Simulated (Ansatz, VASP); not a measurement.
**Two plane-wave programs on MgO**

File POSCAR:

```
MgO
1.0
    0.0000000000      1.8234333167      1.8234333167
    1.8234333167      0.0000000000      1.8234333167
    1.8234333167      1.8234333167      0.0000000000
Mg O
1 1
Direct
    0.0000000000      0.0000000000      0.0000000000
    0.5000000000      0.5000000000      0.5000000000
```

The input INCAR.step1:

```
ALGO     = Normal         # electronic algorithm
EDIFF    = 1E-5           # SCF threshold, eV
ENCUT    = 660            # plane-wave cutoff, eV
GGA      = PE             # functional
GGA_COMPAT= False        
ISMEAR   = 0              # smearing method
LASPH    = True           # aspherical terms in the spheres
LCHARG   = False          # write CHGCAR
LREAL    = False          # projectors in reciprocal space
LWAVE    = True           # write WAVECAR
NBANDS   = 11             # bands
NELM     = 120            # most SCF steps
PREC     = Accurate       # precision mode
SIGMA    = 0.01           # smearing width, eV
```

Contents of INCAR.step2:

```
ALGO     = Normal         # electronic algorithm
EDIFF    = 1E-6           # SCF threshold, eV
ENCUT    = 660            # plane-wave cutoff, eV
GGA_COMPAT= False        
ISIF     = 2              # what is computed and relaxed
ISMEAR   = 0              # smearing method
ISTART   = 1            
LASPH    = True           # aspherical terms in the spheres
LCHARG   = False          # write CHGCAR
LMIXTAU  = True         
LREAL    = False          # projectors in reciprocal space
LWAVE    = False          # write WAVECAR
METAGGA  = R2SCAN         # meta-GGA
NBANDS   = 11             # bands
NELM     = 120            # most SCF steps
PREC     = Accurate       # precision mode
SIGMA    = 0.01           # smearing width, eV
```

The input KPOINTS:

```
k-points
0
Gamma
  10 10 10
```

Input for Ansatz:

```yaml
crystal:
  lattice:
    - [0.0, 1.8234333167, 1.8234333167]
    - [1.8234333167, 0.0, 1.8234333167]
    - [1.8234333167, 1.8234333167, 0.0]
  atoms:
    - { symbol: Mg, position: [0.0, 0.0, 0.0] }
    - { symbol: O, position: [0.5, 0.5, 0.5] }
scf:
  occupations: { method: fixed }
output:
  forces: true
  stress: true
  eigenvalues: true
hamiltonian:
  xc: r2scan
basis:
  ecutwfc: 700
kpoints:
  mp_grid: { grid: [10, 10, 10] }
```

Alike in both runs: task single point; functional r2SCAN; k mesh 10 × 10 × 10; no spin polarisation.

```csv
,VASP,Ansatz
version,VASP 6.6.1,Ansatz 0.2.0
potentials or method,"VASP PAW PBE potentials, release 64 (Mg, O), cutoff 660 eV","scalar-relativistic, plane waves, PAW"
occupations,"gaussian, width 0.01 eV",fixed
valence electrons in the cell,8,16
```

```tsv
	VASP	Ansatz	Ansatz less VASP
gap on the k mesh at the Fermi level (eV)	10.18	10.21	+0.032
least direct gap on the mesh (eV)	11.31	11.32	+0.013
```

VASP's potentials were made for PBE, not for r2SCAN. VASP's potentials hold 8 valence electrons a cell and Ansatz's 16, so a difference there can come from the potentials and not from the codes.
